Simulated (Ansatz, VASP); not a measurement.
# Two plane-wave programs on Na

```
Na
1.0
     6.82240    0.00000    0.00000
     0.00000    6.82240    0.00000
     0.00000    0.00000    6.82240
Na
8
Cartesian
  6.8224 6.8224 6.8224
  3.4112 3.4112 3.4112
  1.7056 0.0000 3.4112
  5.1168 6.8224 3.4112
  3.4112 1.7056 6.8224
  3.4112 5.1168 6.8224
  0.0000 3.4112 1.7056
  0.0000 3.4112 5.1168
```

Alike in both runs: functional RPBE; k mesh 4 × 4 × 4; occupations fermi-dirac, width 0.1 eV; no spin polarisation.

Ansatz relaxed the structure, and its values are those at the end. VASP's run is a single point on that final structure, the one shown.

|  | VASP | Ansatz |
| --- | --- | --- |
| version | VASP 6.6.1 | Ansatz 0.2.0 |
| potentials or method | VASP PAW PBE potentials, release 64 (Na_pv), cutoff 520 eV | plane waves (420 eV) with PAW, scalar-relativistic |
| valence electrons in the cell | 56 | 72 |

|  | VASP | Ansatz | Ansatz less VASP |
| --- | --- | --- | --- |
| pressure (GPa) | 0.0 | 0.0 | +0.01 |

VASP's potentials were made for PBE, not for RPBE. VASP's potentials hold 56 valence electrons a cell and Ansatz's 72, so a difference there can come from the potentials and not from the codes.
